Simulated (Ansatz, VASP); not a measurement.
Given: the input of a run of VASP 6.6.1 on Re.

INCAR

```
SYSTEM = Re
PREC = Accurate ; ENCUT = 600
EDIFF = 1E-6 ; ISMEAR = -1
SIGMA = 0.05 ; LREAL = .FALSE.
LASPH = .TRUE. ; NELM = 80
ALGO = Normal ; ISIF = 3
LWAVE = .FALSE. ; LCHARG = .FALSE.
GGA = RP ; IBRION = 2
NSW = 80 ; EDIFFG = -0.02
```

Contents of KPOINTS:

```
regular mesh
0
G
  11 11 6
  0 0 0
```

File POSCAR:

```
Re
1.0
    2.7608000000      0.0000000000      0.0000000000
   -1.3804000000      2.3909229348      0.0000000000
    0.0000000000      0.0000000000      4.4582000000
Re
2
Direct
    0.6666666667      0.3333333333      0.7500000000
    0.3333333333      0.6666666667      0.2500000000
```

Potentials or basis: VASP PAW PBE potentials, release 64 (Re).

Command:

```bash
$ cat potpaw_PBE.64/Re/POTCAR > POTCAR
$ mpirun -np 1 vasp_std > vasp.out
```

Set up the same calculation for Ansatz 0.2.0. Potentials there: all-electron LAPW, scalar-relativistic.

As run (the cutoff follows the program's own potentials):

File input.yaml:

```yaml
crystal:
  lattice:
    - [2.7608, 0.0, 0.0]
    - [-1.3804, 2.3909229348, 0.0]
    - [0.0, 0.0, 4.4582]
  atoms:
    - { symbol: Re, position: [0.6666666667, 0.3333333333, 0.75] }
    - { symbol: Re, position: [0.3333333333, 0.6666666667, 0.25] }
kpoints:
  mp_grid: { grid: [11, 11, 6] }
scf:
  occupations: { method: fermi_dirac, width: 0.05 }
hamiltonian:
  xc: rpbe
  pseudopotentials: { kind: all_electron, lapw: { basis_error: 0.001 } }
output:
  forces: true
  stress: true
relax:
  f_tol: 0.02
  max_steps: 60
  cell: {}
```

Potentials or basis: all-electron LAPW, scalar-relativistic.

The run is started by

```sh
$ ansatz run input.yaml --threads 1 --pin off --max-ram 3072MiB --backend cpu --events-out ev --progress --plain --runs-dir out
```

Both were run:

|  | VASP | Ansatz | Ansatz less VASP |
| --- | --- | --- | --- |
| relaxed volume (Å³/atom) | 15.09 | 15.12 | +0.031 |
| relaxed cell length with the largest relative difference (Å) | 4.496 | 4.503 | +0.0063 |

VASP's potentials were made for PBE, not for RPBE. Ansatz ran all-electron here, and VASP with PAW potentials.

Neither program's run includes spin-orbit coupling.
